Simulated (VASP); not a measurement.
# Ti (Fm-3m) in VASP: further runs

Ti is run at these levels: r2SCAN, LDA, PBEsol; tasks: relaxation of cell and atoms, single point.

Everything below comes from runs of VASP 6.6.1. Logs are shortened: lines on timing, memory, paths and dates and some standing lists are left out, and cuts for length are marked.

## (1) The cell of the first run

It takes space group Fm-3m (No. 225, cubic). Conventional cell: a = 4.060 Å, b = 4.060 Å, c = 4.060 Å, α = 90.00°, β = 90.00°, γ = 90.00°. Within 3.8 Å of Ti (site symmetry m-3m) lie 12 Ti at 2.87 Å.

## (2) Relaxation of cell and atoms, r2SCAN

POSCAR

```
Ti
1.0
    0.0000000000      2.0300000000      2.0300000000
    2.0300000000      0.0000000000      2.0300000000
    2.0300000000      2.0300000000      0.0000000000
Ti
1
Direct
    0.0000000000      0.0000000000      0.0000000000
```

INCAR.step1

```
SYSTEM = Ti
PREC = Accurate
ENCUT = 550
ISMEAR = -1
SIGMA = 0.05
LREAL = .FALSE.
LASPH = .TRUE.
NELM = 120
GGA = PE
ALGO = Normal
EDIFF = 1E-5
LWAVE = .TRUE.
LCHARG = .FALSE.
GGA_COMPAT = .FALSE.
IBRION = 2
ISIF = 3
EDIFFG = -0.005
NELMIN = 4
NSW = 100
```

INCAR.step2

```
SYSTEM = Ti
PREC = Accurate
ENCUT = 550
EDIFF = 1E-7
ISMEAR = -1
SIGMA = 0.05
LREAL = .FALSE.
LASPH = .TRUE.
NELM = 120
ALGO = Normal
ISIF = 3
LWAVE = .FALSE.
LCHARG = .FALSE.
METAGGA = R2SCAN
LMIXTAU = .TRUE.
IBRION = 2
NSW = 80
EDIFFG = -0.02
ISTART = 1
GGA_COMPAT = .FALSE.
NELMIN = 4
```

KPOINTS

```
regular mesh
0
G
  11 11 11
  0 0 0
```

Potentials or basis: VASP PAW PBE potentials, release 64 (Ti_sv).

Launch:

```bash
$ cat potpaw_PBE.64/Ti_sv/POTCAR > POTCAR
$ cp INCAR.step1 INCAR
$ mpirun -np 1 vasp_std > vasp.out
$ cp INCAR.step2 INCAR
$ mpirun -np 1 vasp_std > vasp.out
```

OUTCAR:

```text
SYSTEM = Ti
   PREC = Accurate
   ENCUT = 550
   EDIFF = 1E-7
   ISMEAR = -1
   LREAL = .FALSE.
   LASPH = .TRUE.
   NELM = 120
   ISIF = 3
   METAGGA = R2SCAN
   IBRION = 2
   NSW = 80
   EDIFFG = -0.02
   ISTART = 1
   NELMIN = 4

 ion  position               nearest neighbor table
   1  0.000  0.000  0.000-

  LATTYP: Found a face centered cubic cell.
 ALAT       =     4.0600000000

  Lattice vectors:

 A1 = (   0.0000000000,   2.0300000000,   2.0300000000)
 A2 = (   2.0300000000,   0.0000000000,   2.0300000000)
 A3 = (   2.0300000000,   2.0300000000,   0.0000000000)

Analysis of symmetry for initial positions (statically):
=====================================================================
 Subroutine PRICEL returns:
 Original cell was already a primitive cell.

 Routine SETGRP: Setting up the symmetry group for a
 face centered cubic supercell.

 Subroutine GETGRP returns: Found 48 space group operations
 (whereof 48 operations were pure point group operations)
 out of a pool of 48 trial point group operations.

The static configuration has the point symmetry O_h .

Analysis of symmetry for dynamics (positions and initial velocities):
=====================================================================
 Subroutine PRICEL returns:
 Original cell was already a primitive cell.

 Routine SETGRP: Setting up the symmetry group for a
 face centered cubic supercell.

 Subroutine GETGRP returns: Found 48 space group operations
 (whereof 48 operations were pure point group operations)
 out of a pool of 48 trial point group operations.

The dynamic configuration has the point symmetry O_h .

 Subroutine INISYM returns: Found 48 space group operations
 (whereof 48 operations are pure point group operations),
 and found     1 'primitive' translations

----------------------------------------------------------------------------------------

                                     Primitive cell

  volume of cell :      16.7309

  direct lattice vectors                    reciprocal lattice vectors
     0.000000000  2.030000000  2.030000000    -0.246305419  0.246305419  0.246305419
     2.030000000  0.000000000  2.030000000     0.246305419 -0.246305419  0.246305419
     2.030000000  2.030000000  0.000000000     0.246305419  0.246305419 -0.246305419

  length of vectors
[... 90 lines left out ...]
   PSTRESS=    0.0 pullay stress
   NELECT =      12.0000    total number of electrons
   NUPDOWN=      -1.0000    fix difference up-down
   EMIN   =  10.00;   EMAX   =-10.00  energy-range for DOS
   EFERMI =   0.00;   METHOD = LEGACY
   ISMEAR =    -1;   SIGMA  =   0.05  broadening in eV -4-tet -1-fermi 0-gaus
   EFERMI_NEDOS =   21; number of points for ismear=-14 and -15
   IALGO  =     38    algorithm
   IMIX   =      4    mixing-type and parameters
     AMIX     =   0.40;   BMIX     =  1.00
     AMIX_MAG =   1.60;   BMIX_MAG =  1.00
  volume/ion in A,a.u.               =      16.73       112.91
  Fermi-wavevector in a.u.,A,eV,Ry     =   1.465421  2.769245 29.217967  2.147460
  Thomas-Fermi vector in A             =   2.581280
   LORBIT       =      0    0 simple, 1 ext, 2 COOP (PROOUT), +10 PAW based schemes
   METAGGA = R2SCAN    functional components
   LHFCALC =     F    Hartree Fock is set to
   AEXX    =    0.0000 exact exchange contribution
   IVDW    =     0    specifies the selected vdW correction
   LEPSILON=     F    determine dielectric tensor
   LRPA    =     F    only Hartree local field effects (RPA)
 conjugate gradient relaxation of ions
 non-spin polarized calculation
  energy-cutoff  :      550.00
  volume of cell :       16.73
 maximum number of plane-waves:       531
 NGX is ok and might be reduce to    24
   NGX = 11   NGY = 11   NGZ = 11

--------------------------------------- Ionic step        1  -------------------------------------------

 number of electron      12.0000002 magnetization

 Free energy of the ion-electron system (eV)
  ---------------------------------------------------
  ext. energy  EPLUGINS =         0.00000000
  ---------------------------------------------------
  free energy    TOTEN  =       -12.87669157 eV

  energy without entropy =      -12.86428874  energy(sigma->0) =      -12.87049016

------------------------ aborting loop because EDIFF is reached ----------------------------------------

  FORCE on cell =-STRESS in cart. coord.  units (eV):
  Direction    XX          YY          ZZ          XY          YZ          ZX
  --------------------------------------------------------------------------------------
  -------------------------------------------------------------------------------------
  Total        0.4950292      0.4950292      0.4950292      0.0000000      0.0000000      0.0000000
  in kB       47.4049043     47.4049043     47.4049043      0.0000000      0.0000000      0.0000000
  external PRESSURE =      47.4049043 kB  Pullay stress =       0.0000000 kB
[... 57 lines left out ...]
--------------------------------------- Ionic step        3  -------------------------------------------

 number of electron      12.0000002 magnetization

 Free energy of the ion-electron system (eV)
  ---------------------------------------------------
  ext. energy  EPLUGINS =         0.00000000
  ---------------------------------------------------
  free energy    TOTEN  =       -12.88659913 eV

  energy without entropy =      -12.87357361  energy(sigma->0) =      -12.88008637

 E-fermi :   8.1877     XC(G=0): -12.3966

 val. band max:        8.1870202678   @ k =   0.3636   0.0000   0.0000
 cond. band min:       8.2062510383   @ k =   0.2727   0.1818   0.0909
 fundamental gap:      0.0192307705
 Fermi energy:         8.1876705485

 k-point     1 :       0.0000    0.0000    0.0000
  band No.  band energies     occupation
      1     -50.8522      2.00000
      2     -25.6588      2.00000
      3     -25.6588      2.00000
      4     -25.6588      2.00000
      5       1.7345      2.00000
      6       9.1987      0.00000
      7       9.1987      0.00000
      8       9.1987      0.00000
      9      10.9954      0.00000
     10      10.9954      0.00000
[... 287 lines left out ...]
 k-point    24 :      -0.1818    0.1818    0.0000
  band No.  band energies     occupation
      1     -50.7681      2.00000
      2     -26.0408      2.00000
      3     -25.8149      2.00000
      4     -25.7023      2.00000
      5       4.2991      2.00000
      6       8.0373      1.90584
      7       9.1312      0.00000
      8      10.1101      0.00000
      9      10.1922      0.00000
     10      11.9087      0.00000

 [... further k-points ...]
[... 5 lines left out ...]
  --------------------------------------------------------------------------------------
  -------------------------------------------------------------------------------------
  Total       -0.0023169     -0.0023169     -0.0023169     -0.0000000      0.0000000     -0.0000000
  in kB       -0.2130803     -0.2130803     -0.2130803     -0.0000000      0.0000000     -0.0000000
  external PRESSURE =      -0.2130803 kB  Pullay stress =       0.0000000 kB
[... 16 lines left out ...]
  FREE ENERGIE OF THE ION-ELECTRON SYSTEM (eV)
  ---------------------------------------------------
  free  energy   TOTEN  =       -12.8865991348 eV

  energy  without entropy=      -12.8735736108  energy(sigma->0) =      -12.88008637

 reached required accuracy - stopping structural energy minimisation
```

OUTCAR.step1:

```text
SYSTEM = Ti
   PREC = Accurate
   ENCUT = 550
   ISMEAR = -1
   LREAL = .FALSE.
   LASPH = .TRUE.
   NELM = 120
   GGA = PE
[... 598 lines left out ...]
  -------------------------------------------------------------------------------------
  Total       -0.0016493     -0.0016493     -0.0016493     -0.0000000     -0.0000000      0.0000000
  in kB       -0.1525826     -0.1525826     -0.1525826     -0.0000000     -0.0000000      0.0000000
  external PRESSURE =      -0.1525826 kB  Pullay stress =       0.0000000 kB
[... 16 lines left out ...]
  FREE ENERGIE OF THE ION-ELECTRON SYSTEM (eV)
  ---------------------------------------------------
  free  energy   TOTEN  =        -7.7869792403 eV

  energy  without entropy=       -7.7744011786  energy(sigma->0) =       -7.78069021

 reached required accuracy - stopping structural energy minimisation
```

OSZICAR.step1:

```text
N       E                     dE             d eps       ncg     rms          rms(c)
DAV:   1     0.809866832706E+02    0.80987E+02   -0.71305E+03  1120   0.151E+03
DAV:   2    -0.408351650314E+01   -0.85070E+02   -0.83592E+02  1160   0.326E+02
DAV:   3    -0.858787246389E+01   -0.45044E+01   -0.44483E+01  1508   0.776E+01
[... 24 lines left out ...]
DAV:   3    -0.778272783995E+01    0.20427E-02   -0.27767E-02  1582   0.127E+00    0.186E-01
DAV:   4    -0.778496623958E+01   -0.22384E-02   -0.56317E-03  1384   0.428E-01    0.117E-01
DAV:   5    -0.778683404878E+01   -0.18678E-02   -0.40585E-03  1636   0.325E-01    0.864E-02
DAV:   6    -0.778695643147E+01   -0.12238E-03   -0.17980E-04  1182   0.155E-01    0.200E-02
DAV:   7    -0.778697589212E+01   -0.19461E-04   -0.32930E-05  1282   0.517E-02    0.484E-03
DAV:   8    -0.778697924027E+01   -0.33481E-05   -0.61896E-06   716   0.204E-02
   3 F= -.77869792E+01 E0= -.77806902E+01  d E =-.692033E-02
```

Wall time 84 s (1 thread of Intel Xeon 6975P-C, shared host); peak memory 0.16 GiB.

Results:

| Item | Value |
| --- | --- |
| Free energy | -12.8866 eV |
| Relaxed volume | 17.42 Å³/atom |
| Relaxed cell | a = 2.910 Å, b = 2.910 Å, c = 2.910 Å, α = 60.00°, β = 60.00°, γ = 60.00° |
| Space group after relaxing (to 0.05 Å) | Fm-3m (No. 225) |
| Energy gained by relaxing | 9.9 meV/atom |
| Ionic steps | 3 |
| Pressure after relaxing | 0.0 GPa |
| Band gap on the k mesh | zero (band 6 reaches 9.20 eV, above the bottom of band 7 at 7.94 eV) |

The path:
```tsv
step	energy change (eV)	largest force (eV/Å)	pressure (GPa)	volume (Å³)
1	0.0000	0.0000	4.74	16.73
2	-0.0044	0.0000	-3.21	17.96
3	-0.0099	0.0000	-0.02	17.42
```

Final structure:
```yaml
crystal:
  lattice:
    - [0.00000, 2.05755, 2.05755]
    - [2.05755, 0.00000, 2.05755]
    - [2.05755, 2.05755, 0.00000]
  atoms:
    - { symbol: Ti, position: [0.00000, 0.00000, 0.00000] }
```

Caveat: the PAW data sets were made with another functional, which shifts forces and pressure a little. Zero-point motion and thermal expansion aren't in these numbers.

## (3) Single point, LDA

INCAR

```
PREC     = Accurate       # precision mode
ENCUT    = 520            # plane-wave cutoff, eV
EDIFF    = 1E-6           # SCF threshold, eV
ISMEAR   = 0              # smearing method
SIGMA    = 0.1            # smearing width, eV
LREAL    = F              # projectors in reciprocal space
LASPH    = T              # aspherical terms in the spheres
NELM     = 80             # most SCF steps
ALGO     = Normal         # electronic algorithm
ISIF     = 2              # what is computed and relaxed
LWAVE    = F              # write WAVECAR
LCHARG   = T              # write CHGCAR
LELF     = T              # ELF
LVHAR    = T            
NBANDS   = 12             # bands
```

KPOINTS

```
Automatic mesh
0
Gamma
  9 9 9
```

POSCAR is that of step 2.

Potentials or basis: VASP PAW LDA potentials, release 64 (Ti_sv).

Launch:

```bash
$ cat potpaw_LDA.64/Ti_sv/POTCAR > POTCAR
$ mpirun -np 1 vasp_std > vasp.out
```

It took 16 s on 1 thread of AMD EPYC, shared host; peak memory 0.1 GiB.

The run converged. Its results:

| Item | Value |
| --- | --- |
| Free energy | -8.4875 eV |
| Pressure | -4.7 GPa |
| Band gap on the k mesh | zero (band 6 reaches 9.25 eV, above the bottom of band 7 at 7.93 eV) |

Levels at points of the mesh, in eV from the Fermi level:
| k point | band 4 | band 5 | band 6 | band 7 | band 8 | band 9 |
| --- | --- | --- | --- | --- | --- | --- |
| (0.00, 0.00, 0.00) | -32.16 | -6.11 | 0.85 | 0.85 | 0.85 | 2.54 |

## (4) Single point, LDA

INCAR

```
SYSTEM = Ti
PREC = Accurate ; ENCUT = 520
EDIFF = 1E-7 ; ISMEAR = 0
SIGMA = 0.1 ; LREAL = .FALSE.
LASPH = .TRUE. ; NELM = 80
ALGO = Normal ; ISIF = 2
LWAVE = .FALSE. ; LCHARG = .FALSE.
NBANDS = 12
```

KPOINTS

```
Automatic mesh
0
G
  9 9 9
  0 0 0
```

POSCAR is that of step 3.

Launch:

```bash
$ cat potpaw_LDA.64/Ti_sv/POTCAR > POTCAR
$ mpirun -np 1 vasp_std > vasp.out
```

It took 16 s on 1 thread of AMD EPYC, shared host; peak memory 0.1 GiB.

It converged, with:

| Quantity | Value |
| --- | --- |
| Free energy | -8.4875 eV |
| Pressure | -4.7 GPa |
| Band gap on the k mesh | zero (band 6 reaches 9.25 eV, above the bottom of band 7 at 7.93 eV) |

Levels at points of the mesh, in eV from the Fermi level:
```
           k point  band 4  band 5  band 6  band 7  band 8  band 9
(0.00, 0.00, 0.00)  -32.16   -6.11    0.85    0.85    0.85    2.54
```

## (5) Single point, PBEsol

This run uses another cell than the first one, of 15.73 Å³/atom, 0.940 times its volume.

INCAR

```
SYSTEM = Ti
ALGO     = Fast           ! electronic algorithm
EDIFF    = 1E-7           ! SCF threshold, eV
ENCUT    = 520            ! plane-wave cutoff, eV
GGA      = PS             ! functional
ISIF     = 2              ! what is computed and relaxed
ISMEAR   = -1             ! smearing method
LASPH    = .True.         ! aspherical terms in the spheres
LCHARG   = .False.        ! write CHGCAR
LREAL    = .False.        ! projectors in reciprocal space
LWAVE    = .False.        ! write WAVECAR
NBANDS   = 12             ! bands
NELM     = 60             ! most SCF steps
PREC     = Accurate       ! precision mode
SIGMA    = 0.05           ! smearing width, eV
```

KPOINTS

```
k-points
0
Gamma
  11 11 11
  0 0 0
```

POSCAR

```
Ti
1.0
    0.0000000000      1.9885598007      1.9885598007
    1.9885598007      0.0000000000      1.9885598007
    1.9885598007      1.9885598007      0.0000000000
Ti
1
Direct
    0.0000000000      0.0000000000      0.0000000000
```

Potentials or basis: VASP PAW PBE potentials, release 64 (Ti_sv).

Launch:

```bash
$ cat potpaw_PBE.64/Ti_sv/POTCAR > POTCAR
$ mpirun -np 1 vasp_std > vasp.out
```

It took 56 s on 1 thread of AMD EPYC, shared host; peak memory 0.11 GiB.

Results (log left out):

```yaml
Free_energy: -8.2753 eV
Pressure: 6.8 GPa
Band_gap_on_the_k_mesh: zero (band 6 reaches 10.13 eV, above the bottom of band 7 at 8.88 eV)
```

Levels at points of the mesh, in eV from the Fermi level:
```csv
k point,band 3,band 4,band 5,band 6,band 7,band 8,band 9,band 10
"(0.00, 0.00, 0.00)",-32.12,-32.12,-6.32,0.94,0.94,0.94,2.80,2.80
```

Caveat: the PAW data sets were made with another functional, which shifts forces and pressure a little.

(Continued in part 2 of 2.)
